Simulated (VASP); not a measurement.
A run of VASP 6.6.1 is set up as follows.

Contents of INCAR:

```
SYSTEM = CsPbCl3
PREC = Accurate
ENCUT = 520
EDIFF = 1E-6
ISMEAR = 0
SIGMA = 0.05
LREAL = .False.
LASPH = .True.
NELM = 100
ALGO = Normal
ISIF = 2
LWAVE = .False.
LCHARG = .True.
GGA = PS
LELF = .True.
LVHAR = .True.
NBANDS = 30
```

File KPOINTS:

```
Automatic mesh
0
Gamma
  6 6 6
  0 0 0
```

File POSCAR:

```
CsPbCl3
1.0
    4.0031551156      2.3112226836      3.2955554574
   -4.0031551156      2.3112226836      3.2955554574
    0.0000000000     -4.6224453672      3.2955554574
Cs Pb Cl
1 1 3
Direct
    0.5000000000      0.5000000000      0.5000000000
    0.0000000000      0.0000000000      0.0000000000
    0.5000000000     -0.0188701441      1.0188701441
    0.0186003000      0.9439292559      0.5374704441
    0.9813997000      0.4625295559      0.0560707441
```

Potentials or basis: VASP PAW PBE potentials, release 64 (Cs_sv, Pb_d, Cl).

Launch:

```bash
$ cat potpaw_PBE.64/Cs_sv/POTCAR potpaw_PBE.64/Pb_d/POTCAR potpaw_PBE.64/Cl/POTCAR > POTCAR
$ mpirun -np 1 vasp_std > vasp.out
```

(1) Predict the band gap on the k mesh.

(2) Predict the pressure.

(3) Estimate the largest force.

## Answers

(1) 2.10 eV.

(2) -0.1 GPa.

(3) 0.717 eV/Å.

Caveat: the cell differs from its parent crystal (all Cl atoms moved -0.300 Å, as atom 3 towards its neighbour atom 1 (Cs) at 3.854 Å); the PAW data sets were made with another functional, which shifts forces and pressure a little; spin-orbit coupling is left out, which moves the levels of the heavy elements.
